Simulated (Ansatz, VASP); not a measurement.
**One calculation of GaN, two programs**

The input POSCAR:

```
GaN
1.0
    3.1830984258      0.0000000000      0.0000000000
   -1.5915492129      2.7566440995      0.0000000000
    0.0000000000      0.0000000000      5.1835962158
Ga N
2 2
Direct
    0.3333333333      0.6666666667     -0.0008898964
    0.6666666667      0.3333333333      0.4991101036
    0.3333333333      0.6666666667      0.3758898964
    0.6666666667      0.3333333333      0.8758898964
```

INCAR.step1

```
SYSTEM = GaN
PREC = Accurate ; ENCUT = 520
ISMEAR = 0 ; SIGMA = 0.02
LREAL = .FALSE. ; LASPH = .TRUE.
NELM = 60 ; NBANDS = 26
GGA = PE ; ALGO = Normal
EDIFF = 1E-4 ; LWAVE = .TRUE.
LCHARG = .FALSE.
```

Contents of INCAR.step2:

```
SYSTEM = GaN
PREC = Accurate ; ENCUT = 520
EDIFF = 1E-7 ; ISMEAR = 0
SIGMA = 0.02 ; LREAL = .FALSE.
LASPH = .TRUE. ; NELM = 60
ALGO = Normal ; ISIF = 2
LWAVE = .FALSE. ; LCHARG = .FALSE.
METAGGA = R2SCAN ; LMIXTAU = .TRUE.
NBANDS = 26 ; ISTART = 1
```

Contents of KPOINTS:

```
regular mesh
0
G
  12 12 6
  0 0 0
```

Input for Ansatz:

```yaml
crystal:
  lattice:
    - [3.1830984305, 0.0, 0.0]
    - [-1.5915492153, 2.7566441035, 0.0]
    - [0.0, 0.0, 5.183596241]
  atoms:
    - { symbol: Ga, position: [0.3333333333, 0.6666666667, -0.0008898953] }
    - { symbol: Ga, position: [0.6666666667, 0.3333333333, 0.4991101047] }
    - { symbol: "N", position: [0.3333333333, 0.6666666667, 0.3758898953] }
    - { symbol: "N", position: [0.6666666667, 0.3333333333, 0.8758898953] }
basis:
  ecutwfc: 500
kpoints:
  mp_grid: { grid: [12, 12, 6] }
  band_path: { path: [VBM, CBM], npoints: 2 }
hamiltonian:
  xc: r2scan
scf:
  occupations: { method: gaussian, width: 0.02 }
output:
  forces: true
  stress: true
  eigenvalues: true
```

Alike in both runs: task single point; functional r2SCAN; k mesh 12 × 12 × 6; occupations gaussian, width 0.02 eV; no spin polarisation.

|  | VASP | Ansatz |
| --- | --- | --- |
| version | VASP 6.6.1 | Ansatz 0.2.0 |
| potentials or method | VASP PAW PBE potentials, release 64 (Ga_d, N), cutoff 520 eV | scalar-relativistic, plane waves, PAW |
| valence electrons in the cell | 36 | 36 |

```tsv
	VASP	Ansatz	Ansatz less VASP
gap on the k mesh at the Fermi level (eV)	2.34	2.35	+0.007
least direct gap on the mesh (eV)	2.34	2.35	+0.007
```

VASP's potentials were made for PBE, not for r2SCAN. With one functional, cell and mesh, what is left measures potentials, basis and numerics.
